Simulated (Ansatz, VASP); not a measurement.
# Two plane-wave programs on Si2C

```
Si C
1.0
     0.00000    3.05393    4.56514
     1.41694    0.00000    4.56514
     1.41694    3.05393    0.00000
Si C
2 1
Direct
  0.13895 0.13895 0.86105
  0.86105 0.86105 0.13895
  0.50000 0.50000 0.50000
```

Alike in both runs: functional PBE; k mesh 18 × 18 × 18; occupations gaussian, width 0.1 eV; no spin polarisation.

Ansatz relaxed the structure, and its values are those at the end. VASP's run is a single point on that final structure, the one shown.

```csv
,VASP,Ansatz
version,VASP 6.6.1,Ansatz 0.2.0
potentials or method,"VASP PAW PBE potentials, release 64 (Si, C), cutoff 520 eV","scalar-relativistic, plane waves, PAW"
valence electrons in the cell,12,12
```

Ansatz gave:

| Item | Value |
| --- | --- |
| gap on the k mesh at the Fermi level (eV) | none |
| pressure (GPa) | 0.0 |
| rms of the force components (eV/Å) | 0.000 |

Q: Which values does VASP return?

A: gap on the k mesh at the Fermi level (eV): none; pressure (GPa): 0.0; rms of the force components (eV/Å): 0.008.

A gap of «none» marks a metal or a gap that the smearing closes.
